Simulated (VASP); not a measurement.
# Si4C3 (P3m1) in VASP: further runs, part 2 of 2

VASP 6.6.1. The steps go on from the part before.

**5. Relaxation of cell and atoms, PBE**

File INCAR:

```
PREC = Accurate ; ENCUT = 600
EDIFF = 1E-7 ; ISMEAR = 0
SIGMA = 0.1 ; LREAL = False
LASPH = True ; NELM = 100
ALGO = Normal ; ISIF = 3
LWAVE = False ; LCHARG = False
GGA = PE ; IBRION = 2
NSW = 100 ; EDIFFG = -0.01
```

File KPOINTS:

```
regular mesh
0
Gamma
  12 12 2
```

File POSCAR:

```
Si4C3
1.0
    3.1419000019      0.0000000000      0.0000000000
   -1.5709500010      2.7209652178      0.0000000000
    0.0000000000      0.0000000000     18.7812836832
Si C
8 6
Direct
    0.6666666667      0.3333333333      0.2644825299
    0.3333333333      0.6666666667      0.1307461699
    0.0000000000      0.0000000000      0.9971103912
    0.3333333333      0.6666666667      0.8002978152
    0.6666666667      0.3333333333      0.6657599061
    0.0000000000      0.0000000000      0.3981103987
    0.3333333333      0.6666666667      0.5316938175
    0.3333333333      0.6666666667      0.9266151484
    0.3333333333      0.6666666667      0.2310954547
    0.0000000000      0.0000000000      0.0977497421
    0.6666666667      0.3333333333      0.7685021423
    0.3333333333      0.6666666667      0.6335045997
    0.6666666667      0.3333333333      0.3652509553
    0.0000000000      0.0000000000      0.4993809290
```

Potentials or basis: VASP PAW PBE potentials, release 64 (Si, C).

Run with:

```sh
> cat potpaw_PBE.64/Si/POTCAR potpaw_PBE.64/C/POTCAR > POTCAR
> mpirun -np 1 vasp_std > vasp.out
```

OUTCAR:

```text
PREC = Accurate
   ENCUT = 600
   EDIFF = 1E-7
   ISMEAR = 0
   LREAL = False
   LASPH = True
   NELM = 100
   ISIF = 3
   GGA = PE
   IBRION = 2
   NSW = 100
   EDIFFG = -0.01

 ion  position               nearest neighbor table
   1  0.667  0.333  0.264-  13 1.89   9 1.92   9 1.92   9 1.92   6 3.10   6 3.10   6 3.10   2 3.10
                             2 3.10   2 3.10
   2  0.333  0.667  0.131-   9 1.88  10 1.92  10 1.92  10 1.92   3 3.10   3 3.10   3 3.10   1 3.10
                             1 3.10   1 3.10
   3  0.000  0.000  0.997-  10 1.89   8 2.25   8 2.25   8 2.25   2 3.10   2 3.10   2 3.10
   4  0.333  0.667  0.800-  11 1.91  11 1.91  11 1.91   8 2.37   5 3.11   5 3.11   5 3.11
   5  0.667  0.333  0.666-  12 1.91  12 1.91  12 1.91  11 1.93   7 3.10   7 3.10   7 3.10   4 3.11
                             4 3.11   4 3.11
   6  0.000  0.000  0.398-  14 1.90  13 1.92  13 1.92  13 1.92   7 3.10   7 3.10   7 3.10   1 3.10
                             1 3.10   1 3.10
   7  0.333  0.667  0.532-  12 1.91  14 1.91  14 1.91  14 1.91   6 3.10   6 3.10   6 3.10   5 3.10
                             5 3.10   5 3.10
   8  0.333  0.667  0.927-   3 2.25   3 2.25   3 2.25   4 2.37
   9  0.333  0.667  0.231-   2 1.88   1 1.92   1 1.92   1 1.92
  10  0.000  0.000  0.098-   3 1.89   2 1.92   2 1.92   2 1.92
  11  0.667  0.333  0.769-   4 1.91   4 1.91   4 1.91   5 1.93
  12  0.333  0.667  0.634-   7 1.91   5 1.91   5 1.91   5 1.91
  13  0.667  0.333  0.365-   1 1.89   6 1.92   6 1.92   6 1.92
  14  0.000  0.000  0.499-   6 1.90   7 1.91   7 1.91   7 1.91

  LATTYP: Found a hexagonal cell.
 ALAT       =     3.1419000019
 C/A-ratio  =     5.9776834628

  Lattice vectors:

 A1 = (   3.1419000019,   0.0000000000,   0.0000000000)
 A2 = (  -1.5709500010,   2.7209652178,   0.0000000000)
 A3 = (   0.0000000000,   0.0000000000,  18.7812836832)

Analysis of symmetry for initial positions (statically):
=====================================================================
 Subroutine PRICEL returns:
 Original cell was already a primitive cell.

 Routine SETGRP: Setting up the symmetry group for a
 hexagonal supercell.

 Subroutine GETGRP returns: Found  6 space group operations
 (whereof  6 operations were pure point group operations)
 out of a pool of 24 trial point group operations.

The static configuration has the point symmetry C_3v.

Analysis of symmetry for dynamics (positions and initial velocities):
=====================================================================
 Subroutine PRICEL returns:
 Original cell was already a primitive cell.

 Routine SETGRP: Setting up the symmetry group for a
 hexagonal supercell.

 Subroutine GETGRP returns: Found  6 space group operations
 (whereof  6 operations were pure point group operations)
 out of a pool of 24 trial point group operations.

The dynamic configuration has the point symmetry C_3v.

 Subroutine INISYM returns: Found  6 space group operations
 (whereof  6 operations are pure point group operations),
 and found     1 'primitive' translations

----------------------------------------------------------------------------------------

                                     Primitive cell

[... 93 lines left out ...]
  0.250000  0.000000  0.500000      6.000000
  0.333333  0.000000  0.500000      6.000000
 [... further k-points ...]
   k-points           NKPTS =     38   k-points in BZ     NKDIM =     38   number of bands    NBANDS=     36
   number of dos      NEDOS =    301   number of ions     NIONS =     14
   total plane-waves  NPLWV = 117600
   dimension x,y,z NGX =    28 NGY =   28 NGZ =  150
   dimension x,y,z NGXF=    56 NGYF=   56 NGZF=  300
   ions per type =               8   6
   NGX,Y,Z   is equivalent  to a cutoff of  14.82, 14.82, 13.28 a.u.
   NGXF,Y,Z  is equivalent  to a cutoff of  29.63, 29.63, 26.56 a.u.
 SYSTEM =  unknown system
   PREC   = accura    normal or accurate (medium, high low for compatibility)
   ISTART =      0    job   : 0-new  1-cont  2-samecut
   ICHARG =      2    charge: 1-file 2-atom 10-const
   ISPIN  =      1    spin polarized calculation?
   LNONCOLLINEAR =      F non collinear calculations
   LSORBIT =      F    spin-orbit coupling
   LASPH  =      T    aspherical Exc in radial PAW
   ENCUT  =  600.0 eV  44.10 Ry    6.64 a.u.   6.28  6.28 37.51*2*pi/ulx,y,z
   NELM   =    100;   NELMIN=  2; NELMDL= -5     # of ELM steps
   EDIFF  = 0.1E-06   stopping-criterion for ELM
   LREAL  =      F    real-space projection
   EDIFFG = -.1E-01   stopping-criterion for IOM
   NSW    =    100    number of steps for IOM
   IBRION =      2    ionic relax: 0-MD 1-quasi-New 2-CG
   NFREE  =      1    steps in history (QN), initial steepest desc. (CG)
   ISIF   =      3    stress and relaxation
   ISYM   =      2    0-nonsym 1-usesym 2-fastsym
   POTIM  = 0.5000    time-step for ionic-motion
   TEBEG  =    0.0;   TEEND  =   0.0 temperature during run
   PSTRESS=    0.0 pullay stress
   NELECT =      56.0000    total number of electrons
   NUPDOWN=      -1.0000    fix difference up-down
   EMIN   =  10.00;   EMAX   =-10.00  energy-range for DOS
   EFERMI =   0.00;   METHOD = LEGACY
   ISMEAR =     0;   SIGMA  =   0.10  broadening in eV -4-tet -1-fermi 0-gaus
   EFERMI_NEDOS =   21; number of points for ismear=-14 and -15
   IALGO  =     38    algorithm
   IMIX   =      4    mixing-type and parameters
     AMIX     =   0.40;   BMIX     =  1.00
     AMIX_MAG =   1.60;   BMIX_MAG =  1.00
  volume/ion in A,a.u.               =      11.47        77.39
  Fermi-wavevector in a.u.,A,eV,Ry     =   1.152367  2.177657 18.067838  1.327949
  Thomas-Fermi vector in A             =   2.289018
   LORBIT       =      0    0 simple, 1 ext, 2 COOP (PROOUT), +10 PAW based schemes
   GGA     = PE    functional components
   LHFCALC =     F    Hartree Fock is set to
   AEXX    =    0.0000 exact exchange contribution
   IVDW    =     0    specifies the selected vdW correction
   LEPSILON=     F    determine dielectric tensor
   LRPA    =     F    only Hartree local field effects (RPA)
 conjugate gradient relaxation of ions
 non-spin polarized calculation
 Gauss-broadening in eV      SIGMA  =   0.10
  energy-cutoff  :      600.00
  volume of cell :      160.56
 maximum number of plane-waves:      5392
 NGX is ok and might be reduce to    28
   NGX = 13   NGY = 13   NGZ = 75

--------------------------------------- Ionic step        1  -------------------------------------------

 number of electron      56.0000000 magnetization

 Free energy of the ion-electron system (eV)
  ---------------------------------------------------
  ext. energy  EPLUGINS =         0.00000000
  ---------------------------------------------------
  free energy    TOTEN  =       -99.02721720 eV

  energy without entropy =      -99.02192550  energy(sigma->0) =      -99.02457135

------------------------ aborting loop because EDIFF is reached ----------------------------------------

  FORCE on cell =-STRESS in cart. coord.  units (eV):
  Direction    XX          YY          ZZ          XY          YZ          ZX
  --------------------------------------------------------------------------------------
  -------------------------------------------------------------------------------------
  Total       -0.5872040     -0.5872040      0.1791733      0.0000000      0.0000000     -0.0000000
  in kB       -5.8594790     -5.8594790      1.7879002      0.0000000      0.0000000     -0.0000000
  external PRESSURE =      -3.3103526 kB  Pullay stress =       0.0000000 kB
[... 275 lines left out ...]
--------------------------------------- Ionic step        7  -------------------------------------------

 number of electron      55.9999999 magnetization

 Free energy of the ion-electron system (eV)
  ---------------------------------------------------
  ext. energy  EPLUGINS =         0.00000000
  ---------------------------------------------------
  free energy    TOTEN  =       -99.02970488 eV

  energy without entropy =      -99.02391056  energy(sigma->0) =      -99.02680772

 E-fermi :   9.6039     XC(G=0): -11.0829

 val. band max:        9.5777929055   @ k =   0.4167   0.0000   0.5000
 cond. band min:       9.6468744779   @ k =   0.4167   0.0000   0.0000
 fundamental gap:      0.0690815724
 Fermi energy:         9.6038633333

 k-point     1 :       0.0000    0.0000    0.0000
  band No.  band energies     occupation
      1      -7.4037      2.00000
      2      -7.1876      2.00000
      3      -6.7327      2.00000
      4      -6.0248      2.00000
      5      -5.3539      2.00000
      6      -4.3811      2.00000
[... 925 lines left out ...]
     35      12.5239      0.00000
     36      12.9795      0.00000

 [... further k-points ...]

------------------------ aborting loop because EDIFF is reached ----------------------------------------

  FORCE on cell =-STRESS in cart. coord.  units (eV):
  Direction    XX          YY          ZZ          XY          YZ          ZX
  --------------------------------------------------------------------------------------
  -------------------------------------------------------------------------------------
  Total        0.0020066      0.0020066     -0.0025414     -0.0000000      0.0000000     -0.0000000
  in kB        0.0200670      0.0200670     -0.0254153     -0.0000000      0.0000000     -0.0000000
  external PRESSURE =       0.0049062 kB  Pullay stress =       0.0000000 kB
[... 29 lines left out ...]
  FREE ENERGIE OF THE ION-ELECTRON SYSTEM (eV)
  ---------------------------------------------------
  free  energy   TOTEN  =       -99.0297048780 eV

  energy  without entropy=      -99.0239105550  energy(sigma->0) =      -99.02680772

 reached required accuracy - stopping structural energy minimisation
```

It took 23 min on 1 thread of Intel Xeon 6975P-C, shared host; peak memory 0.47 GiB.

What came out:

```yaml
Free_energy: -99.0297 eV
Relaxed_volume: 11.44 Å³/atom
Relaxed_cell: a = 3.137 Å, b = 3.137 Å, c = 18.802 Å, α = 90.00°, β = 90.00°, γ = 120.00°
Space_group_after_relaxing_to_0.05_Å: P3m1 (No. 156)
Energy_gained_by_relaxing: 0.2 meV/atom
Ionic_steps: 7
Pressure_after_relaxing: 0.0 GPa
Largest_force_after_relaxing: 0.005 eV/Å
Band_gap_on_the_k_mesh: zero (band 28 reaches 11.89 eV, above the bottom of band 29 at 9.16 eV)
```

Forces in eV/Å, atoms in the order of the input:
```
Si   0.000  0.000 -0.002
Si   0.000  0.000  0.001
Si   0.000  0.000  0.005
Si   0.000  0.000  0.000
Si   0.000  0.000  0.002
Si   0.000  0.000 -0.003
Si   0.000  0.000 -0.002
Si   0.000  0.000  0.001
C    0.000  0.000  0.001
C    0.000  0.000  0.001
C    0.000  0.000  0.001
C    0.000  0.000 -0.001
C    0.000  0.000 -0.004
C    0.000  0.000 -0.001
```

Step by step:
| step | energy change (eV) | largest force (eV/Å) | pressure (GPa) | volume (Å³) |
| --- | --- | --- | --- | --- |
| 1 | 0.0000 | 0.1349 | -0.33 | 160.56 |
| 2 | -0.0017 | 0.1154 | 0.25 | 160.01 |
| 3 | -0.0022 | 0.0519 | 0.06 | 160.18 |
| 4 | -0.0025 | 0.0234 | -0.03 | 160.22 |
| 5 | -0.0025 | 0.0112 | -0.01 | 160.21 |
| 6 | -0.0025 | 0.0119 | 0.00 | 160.21 |
| 7 | -0.0025 | 0.0051 | 0.00 | 160.21 |

Final structure:
```
Si C
1.0
     3.13675    0.00000    0.00000
    -1.56838    2.71651    0.00000
     0.00000    0.00000   18.80180
Si C
8 6
Direct
  0.66667 0.33333 0.26448
  0.33333 0.66667 0.13063
  0.00000 0.00000 0.99718
  0.33333 0.66667 0.80058
  0.66667 0.33333 0.66600
  0.00000 0.00000 0.39816
  0.33333 0.66667 0.53179
  0.33333 0.66667 0.92646
  0.33333 0.66667 0.23113
  0.00000 0.00000 0.09784
  0.66667 0.33333 0.76824
  0.33333 0.66667 0.63333
  0.66667 0.33333 0.36521
  0.00000 0.00000 0.49927
```

**6. The runs side by side**

| task | cell | cutoff (eV) | gap on the mesh (eV) | pressure (GPa) | relaxed volume (Å³/atom) | largest force (eV/Å) |
| --- | --- | --- | --- | --- | --- | --- |
| single point | a = 3.138, b = 3.138, c = 18.808 Å, angles 90.0, 90.0, 120.0°, 14 atoms | 520 | none | -0.1 | - | 0.01 |
| relaxation of cell and atoms | relaxed from a = 3.138, b = 3.138, c = 18.808 Å, angles 90.0, 90.0, 120.0°, 14 atoms | 600 | none | 0.0 | 11.44 | - |
| relaxation of cell and atoms | relaxed from a = 3.142, b = 3.142, c = 18.781 Å, angles 90.0, 90.0, 120.0°, 14 atoms | 600 | none | 0.0 | 11.44 | 0.01 |

Alike in all rows: level PBE; potentials or basis VASP PAW PBE potentials, release 64 (Si, C); no spin polarisation; k mesh 12 × 12 × 2; smearing gaussian 0.1 eV.

Absolute energies hang on the potentials; compare differences alone.
